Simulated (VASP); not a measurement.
# Au: single point with BLYP

Au:

```
Au
1.0
     0.00000    2.21699    2.21699
     2.21699    0.00000    2.21699
     2.21699    2.21699    0.00000
Au
1
Cartesian
  0.0000 0.0000 0.0000
```

This cell differs from its parent crystal: volume scaled by 1.12.

```yaml
Program: VASP 6.6.1
Task: single point
Functional: BLYP
Potentials_or_basis: VASP PAW PBE potentials, release 64 (Au)
Cutoff: 520 eV
k_mesh: 21 × 21 × 21
Occupations: fermi-dirac, width 0.1 eV
Spin: no spin polarisation
Dipole_correction: no
Further_INCAR_settings: ALGO = Normal; EDIFF = 1e-07; NBANDS = 12
```

The pressure is -8.0 GPa.

Levels at points of the mesh, in eV from the Fermi level:
```
           k point  band 4  band 5  band 6  band 7  band 8  band 9
(0.00, 0.00, 0.00)   -3.65   -2.68   -2.68   14.84   17.16   17.16
```

It took 49 s on 1 thread of Intel Xeon 6975P-C (shared host), peak memory 0.2 GiB.

Caveat: the PAW data sets were made with another functional, which shifts forces and pressure a little; spin-orbit coupling is left out, which moves the levels of the heavy elements.
